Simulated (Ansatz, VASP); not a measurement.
**ZnO4 in VASP and in Ansatz**

Contents of INCAR:

```
SYSTEM = ZnO4
PREC = Accurate ; ENCUT = 520
EDIFF = 1E-6 ; ISMEAR = 0
SIGMA = 0.1 ; LREAL = .False.
LASPH = .True. ; NELM = 80
ALGO = Normal ; ISIF = 2
LWAVE = .False. ; LCHARG = .False.
GGA = PE ; NBANDS = 26
```

KPOINTS

```
regular mesh
0
Gamma
  4 4 6
  0 0 0
```

File POSCAR:

```
ZnO4
1.0
    2.9019555300     -3.0472547200      0.0000000000
    2.9019555300      3.0472547200      0.0000000000
    0.0000000000      0.0000000000      2.6058674900
Zn O
1 4
Direct
    0.0000000000      0.0000000000      0.0000000000
    0.8105999900      0.1894000100      0.5000000000
    0.1894000100      0.8105999900      0.5000000000
    0.2852000000      0.2852000000      0.0000000000
    0.7148000000      0.7148000000      0.0000000000
```

Input for Ansatz:

```yaml
crystal:
  lattice:
    - [2.90195553, -3.04725472, 0.0]
    - [2.90195553, 3.04725472, 0.0]
    - [0.0, 0.0, 2.60586749]
  atoms:
    - { symbol: Zn, position: [0.0, 0.0, 0.0] }
    - { symbol: O, position: [0.81059999, 0.18940001, 0.5] }
    - { symbol: O, position: [0.18940001, 0.81059999, 0.5] }
    - { symbol: O, position: [0.2852, 0.2852, 0.0] }
    - { symbol: O, position: [0.7148, 0.7148, 0.0] }
basis:
  ecutwfc: 420
kpoints:
  mp_grid: { grid: [4, 4, 6] }
hamiltonian:
  xc: pbe
scf:
  occupations: { method: gaussian, width: 0.1 }
  lower_state_search: "off"
output:
  forces: true
  stress: true
  eigenvalues: true
```

Change from the starting cell: species swapped into the OsCl4 type (Cmmm, No. 65).

Alike in both runs: task single point; functional PBE; k mesh 4 × 4 × 6; occupations gaussian, width 0.1 eV; no spin polarisation.

```csv
,VASP,Ansatz
version,VASP 6.6.1,Ansatz 0.2.0
potentials or method,"VASP PAW PBE potentials, release 64 (Zn, O), cutoff 520 eV","scalar-relativistic, plane waves, PAW"
valence electrons in the cell,36,36
```

|  | VASP | Ansatz | Ansatz less VASP |
| --- | --- | --- | --- |
| gap on the k mesh at the Fermi level (eV) | none | none | - |
| rms of the force components (eV/Å) | 2.886 | 2.623 | -0.2627 |

Atom by atom the forces differ by 0.263 eV/Å (rms over components). A gap of «none» marks a metal or a gap that the smearing closes.

The k mesh is coarse, so the values compare programs but aren't converged.
